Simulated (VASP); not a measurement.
# HCl in VASP: single point with LDA

Aim: the single point of HCl with LDA.

All numbers are computed with VASP 6.6.1; they aren't measurements. Logs are shortened: lines on timing, memory, paths and dates and some standing lists are left out, and cuts for length are marked.

## 1. The cell of the first run

The cell holds a disordered packing, 12 atoms: a = 6.739 Å, b = 6.739 Å, c = 6.739 Å, α = 90.00°, β = 90.00°, γ = 90.00°.

## 2. Single point, LDA

Input file INCAR:

```
SYSTEM = HCl
  PREC = Accurate
  ENCUT = 1000
  EDIFF = 1E-6
  ISMEAR = -1
  SIGMA = 0.02
  LREAL = .FALSE.
  LASPH = .TRUE.
  NELM = 120
  ALGO = Normal
  ISIF = 2
  LWAVE = .FALSE.
  LCHARG = .FALSE.
  GGA = CA
  NBANDS = 36
  GGA_COMPAT = .FALSE.
```

Input file KPOINTS:

```
regular mesh
0
G
  1 1 1
  0 0 0
```

Input file POSCAR:

```
HCl
1.0
    6.7386640000      0.0000000000      0.0000000000
    0.0000000000      6.7386640000      0.0000000000
    0.0000000000      0.0000000000      6.7386640000
Cl H
6 6
Direct
    0.0963609264      0.0549452469      0.8514082936
    0.3728198012      0.6633678859      0.7822749302
    0.7195542348      0.7961677975      0.1471872580
    0.9706035972      0.2622563696      0.2690004299
    0.3146536097      0.9577187540      0.4098693273
    0.5391979814      0.4102070215      0.4203792270
    0.0325229346      0.1244376658      1.0286850737
    0.2658266969      0.8058760829      0.8733363889
    0.5667988232      0.8578672504      0.2535596781
    0.7821716739      0.3305565823      0.2680261994
    0.3445314635      0.8261342025      0.5655251413
    0.4554437572      0.2327957407      0.4465977527
```

Potentials or basis: VASP PAW LDA potentials, release 64 (Cl, H_h).

Launch:

```
cat potpaw_LDA.64/Cl/POTCAR potpaw_LDA.64/H_h/POTCAR > POTCAR
mpirun -np 1 vasp_gam > vasp.out
```

OUTCAR:

```text
SYSTEM = HCl
   PREC = Accurate
   ENCUT = 1000
   EDIFF = 1E-6
   ISMEAR = -1
   LREAL = .FALSE.
   LASPH = .TRUE.
   NELM = 120
   ISIF = 2
   GGA = CA

 ion  position               nearest neighbor table
   1  0.096  0.055  0.851-   7 1.35
   2  0.373  0.663  0.782-   8 1.35
   3  0.720  0.796  0.147-   9 1.32
   4  0.971  0.262  0.269-  10 1.35
   5  0.315  0.958  0.410-  11 1.39
   6  0.539  0.410  0.420-  12 1.33
   7  0.033  0.124  0.029-   1 1.35
   8  0.266  0.806  0.873-   2 1.35
   9  0.567  0.858  0.254-   3 1.32
  10  0.782  0.331  0.268-   4 1.35
  11  0.345  0.826  0.566-   5 1.39
  12  0.455  0.233  0.447-   6 1.33

  LATTYP: Found a simple cubic cell.
 ALAT       =     6.7386640000

  Lattice vectors:

 A1 = (   6.7386640000,   0.0000000000,   0.0000000000)
 A2 = (   0.0000000000,   6.7386640000,   0.0000000000)
 A3 = (   0.0000000000,   0.0000000000,   6.7386640000)

Analysis of symmetry for initial positions (statically):
=====================================================================
 Subroutine PRICEL returns:
 Original cell was already a primitive cell.

 Routine SETGRP: Setting up the symmetry group for a
 simple cubic supercell.

 Subroutine GETGRP returns: Found  1 space group operations
 (whereof  1 operations were pure point group operations)
 out of a pool of 48 trial point group operations.

The static configuration has the point symmetry C_1 .

Analysis of symmetry for dynamics (positions and initial velocities):
=====================================================================
 Subroutine PRICEL returns:
 Original cell was already a primitive cell.

 Routine SETGRP: Setting up the symmetry group for a
 simple cubic supercell.

 Subroutine GETGRP returns: Found  1 space group operations
 (whereof  1 operations were pure point group operations)
 out of a pool of 48 trial point group operations.

The dynamic configuration has the point symmetry C_1 .

 Subroutine INISYM returns: Found  1 space group operations
 (whereof  1 operations are pure point group operations),
 and found     1 'primitive' translations

----------------------------------------------------------------------------------------

                                     Primitive cell

  volume of cell :     306.0000

  direct lattice vectors                    reciprocal lattice vectors
     6.738664000  0.000000000  0.000000000     0.148397368  0.000000000  0.000000000
     0.000000000  6.738664000  0.000000000     0.000000000  0.148397368  0.000000000
     0.000000000  0.000000000  6.738664000     0.000000000  0.000000000  0.148397368

  length of vectors
     6.738664000  6.738664000  6.738664000     0.148397368  0.148397368  0.148397368

  position of ions in fractional coordinates (direct lattice)
     0.096360926  0.054945247  0.851408294
     0.372819801  0.663367886  0.782274930
     0.719554235  0.796167797  0.147187258
     0.970603597  0.262256370  0.269000430
     0.314653610  0.957718754  0.409869327
     0.539197981  0.410207021  0.420379227
     0.032522935  0.124437666  0.028685074
     0.265826697  0.805876083  0.873336389
     0.566798823  0.857867250  0.253559678
     0.782171674  0.330556582  0.268026199
     0.344531463  0.826134203  0.565525141
     0.455443757  0.232795741  0.446597753

  ion indices of the primitive-cell ions
   primitive index   ion index
                 1           1
                 2           2
                 3           3
                 4           4
                 5           5
                 6           6
                 7           7
                 8           8
                 9           9
                10          10
                11          11
                12          12

----------------------------------------------------------------------------------------

 KPOINTS: regular mesh

Automatic generation of k-mesh.
 Grid dimensions read from file:
 generate k-points for:    1    1    1

 Generating k-lattice:

  Cartesian coordinates                     Fractional coordinates (reciprocal lattice)
     0.148397368  0.000000000  0.000000000     1.000000000  0.000000000  0.000000000
     0.000000000  0.148397368  0.000000000     0.000000000  1.000000000  0.000000000
     0.000000000  0.000000000  0.148397368     0.000000000  0.000000000  1.000000000

  Length of vectors
     0.148397368  0.148397368  0.148397368

  Shift w.r.t. Gamma in fractional coordinates (k-lattice)
     0.000000000  0.000000000  0.000000000

 Subroutine IBZKPT returns following result:
 ===========================================

 Found      1 irreducible k-points:

 Following reciprocal coordinates:
            Coordinates               Weight
  0.000000  0.000000  0.000000      1.000000
   k-points           NKPTS =      1   k-points in BZ     NKDIM =      1   number of bands    NBANDS=     36
   number of dos      NEDOS =    301   number of ions     NIONS =     12
   total plane-waves  NPLWV = 343000
   dimension x,y,z NGX =    70 NGY =   70 NGZ =   70
   dimension x,y,z NGXF=   140 NGYF=  140 NGZF=  140
   ions per type =               6   6
   NGX,Y,Z   is equivalent  to a cutoff of  17.27, 17.27, 17.27 a.u.
   NGXF,Y,Z  is equivalent  to a cutoff of  34.54, 34.54, 34.54 a.u.
 SYSTEM =  HCl
   PREC   = accura    normal or accurate (medium, high low for compatibility)
   ISTART =      0    job   : 0-new  1-cont  2-samecut
   ICHARG =      2    charge: 1-file 2-atom 10-const
   ISPIN  =      1    spin polarized calculation?
   LNONCOLLINEAR =      F non collinear calculations
   LSORBIT =      F    spin-orbit coupling
   LASPH  =      T    aspherical Exc in radial PAW
   ENCUT  = 1000.0 eV  73.50 Ry    8.57 a.u.  17.38 17.38 17.38*2*pi/ulx,y,z
   NELM   =    120;   NELMIN=  2; NELMDL= -5     # of ELM steps
   EDIFF  = 0.1E-05   stopping-criterion for ELM
   LREAL  =      F    real-space projection
   EDIFFG = 0.1E-04   stopping-criterion for IOM
   NSW    =      0    number of steps for IOM
   IBRION =     -1    ionic relax: 0-MD 1-quasi-New 2-CG
   NFREE  =      0    steps in history (QN), initial steepest desc. (CG)
   ISIF   =      2    stress and relaxation
   ISYM   =      2    0-nonsym 1-usesym 2-fastsym
   POTIM  = 0.5000    time-step for ionic-motion
   TEBEG  =    0.0;   TEEND  =   0.0 temperature during run
   PSTRESS=    0.0 pullay stress
   NELECT =      48.0000    total number of electrons
   NUPDOWN=      -1.0000    fix difference up-down
   EMIN   =  10.00;   EMAX   =-10.00  energy-range for DOS
   EFERMI =   0.00;   METHOD = LEGACY
   ISMEAR =    -1;   SIGMA  =   0.02  broadening in eV -4-tet -1-fermi 0-gaus
   EFERMI_NEDOS =   21; number of points for ismear=-14 and -15
   IALGO  =     38    algorithm
   IMIX   =      4    mixing-type and parameters
     AMIX     =   0.40;   BMIX     =  1.00
     AMIX_MAG =   1.60;   BMIX_MAG =  1.00
  volume/ion in A,a.u.               =      25.50       172.08
  Fermi-wavevector in a.u.,A,eV,Ry     =   0.882907  1.668452 10.606069  0.779524
  Thomas-Fermi vector in A             =   2.003601
   LORBIT       =      0    0 simple, 1 ext, 2 COOP (PROOUT), +10 PAW based schemes
   GGA     = CA    functional components
   LHFCALC =     F    Hartree Fock is set to
   AEXX    =    0.0000 exact exchange contribution
   IVDW    =     0    specifies the selected vdW correction
   LEPSILON=     F    determine dielectric tensor
   LRPA    =     F    only Hartree local field effects (RPA)
 non-spin polarized calculation
  energy-cutoff  :     1000.00
  volume of cell :      306.00
 maximum number of plane-waves:     10988
 NGX is ok and might be reduce to    70
   NGX = 35   NGY = 35   NGZ = 35

 number of electron      48.0000001 magnetization

 Free energy of the ion-electron system (eV)
  ---------------------------------------------------
  ext. energy  EPLUGINS =         0.00000000
  ---------------------------------------------------
  free energy    TOTEN  =       -39.57817190 eV

  energy without entropy =      -39.57817190  energy(sigma->0) =      -39.57817190

 E-fermi :  -3.1802     XC(G=0):  -6.3761

 val. band max:       -3.6568545074   @ k =   0.0000   0.0000   0.0000
 cond. band min:       1.7138168318   @ k =   0.0000   0.0000   0.0000
 fundamental gap:      5.3706713393
 Fermi energy:        -3.1802361077

 k-point     1 :       0.0000    0.0000    0.0000
  band No.  band energies     occupation
      1     -18.1737      2.00000
      2     -17.6924      2.00000
      3     -17.4314      2.00000
      4     -17.3088      2.00000
      5     -16.8975      2.00000
      6     -16.7790      2.00000
[... 28 lines left out ...]
     35       5.4430      0.00000
     36       5.9681      0.00000

------------------------ aborting loop because EDIFF is reached ----------------------------------------

  FORCE on cell =-STRESS in cart. coord.  units (eV):
  Direction    XX          YY          ZZ          XY          YZ          ZX
  --------------------------------------------------------------------------------------
  -------------------------------------------------------------------------------------
  Total       -0.0064871     -0.8428525     -0.0745805     -0.1932694      0.4490132      0.1219757
  in kB       -0.0339659     -4.4130691     -0.3904940     -1.0119341      2.3509767      0.6386496
  external PRESSURE =      -1.6125097 kB  Pullay stress =       0.0000000 kB

 VOLUME and BASIS-vectors are now :
 -----------------------------------------------------------------------------
  energy-cutoff  :     1000.00
  volume of cell :      306.00
      direct lattice vectors                 reciprocal lattice vectors
     6.738664000  0.000000000  0.000000000     0.148397368  0.000000000  0.000000000
     0.000000000  6.738664000  0.000000000     0.000000000  0.148397368  0.000000000
     0.000000000  0.000000000  6.738664000     0.000000000  0.000000000  0.148397368

 POSITION                                       TOTAL-FORCE (eV/Angst)
 -----------------------------------------------------------------------------------
      0.64934      0.37026      5.73735        -0.033886     -0.040262      0.117639
      2.51231      4.47021      5.27149        -0.128102      0.130280      0.081825
      4.84883      5.36511      0.99185        -0.070402      0.026364      0.082574
      6.54057      1.76726      1.81270        -0.238042      0.195334     -0.069511
      2.12034      6.45374      2.76197         0.000186      0.010365      0.031284
      3.63347      2.76425      2.83279        -0.118691     -0.139544      0.028640
      0.21916      0.83854      0.19330        -0.017291     -0.036866     -0.129665
      1.79132      5.43053      5.88512         0.043157     -0.060399     -0.126507
      3.81947      5.78088      1.70865         0.095975     -0.053050     -0.092684
      5.27079      2.22751      1.80614         0.353601     -0.178665      0.097623
      2.32168      5.56704      3.81088         0.028667      0.021899     -0.012389
      3.06908      1.56873      3.00947         0.084829      0.124545     -0.008829
 -----------------------------------------------------------------------------------
    total drift:                               -0.000126     -0.000401      0.000030

  FREE ENERGIE OF THE ION-ELECTRON SYSTEM (eV)
  ---------------------------------------------------
  free  energy   TOTEN  =       -39.5781718970 eV

  energy  without entropy=      -39.5781718970  energy(sigma->0) =      -39.57817190
```

Wall time 19 s (1 thread of Intel Xeon 6975P-C (Granite Rapids), shared host); peak memory 0.49 GiB.

What came out:

| Quantity | Value |
| --- | --- |
| Free energy | -39.5782 eV |
| Pressure | -0.2 GPa |
| Largest force | 0.408 eV/Å |

Forces in eV/Å, atoms in the order of the input:
```
Cl  -0.034 -0.040  0.118
Cl  -0.128  0.130  0.082
Cl  -0.070  0.026  0.083
Cl  -0.238  0.195 -0.070
Cl   0.000  0.010  0.031
Cl  -0.119 -0.140  0.029
H   -0.017 -0.037 -0.130
H    0.043 -0.060 -0.127
H    0.096 -0.053 -0.093
H    0.354 -0.179  0.098
H    0.029  0.022 -0.012
H    0.085  0.125 -0.009
```

Stress tensor (GPa, compression positive):
```
 0.00 -0.10  0.06
-0.10 -0.44  0.24
 0.06  0.24 -0.04
```

Caveat: the k points lie up to 0.93 Å⁻¹ apart, too coarse for converged energies, forces and pressures.
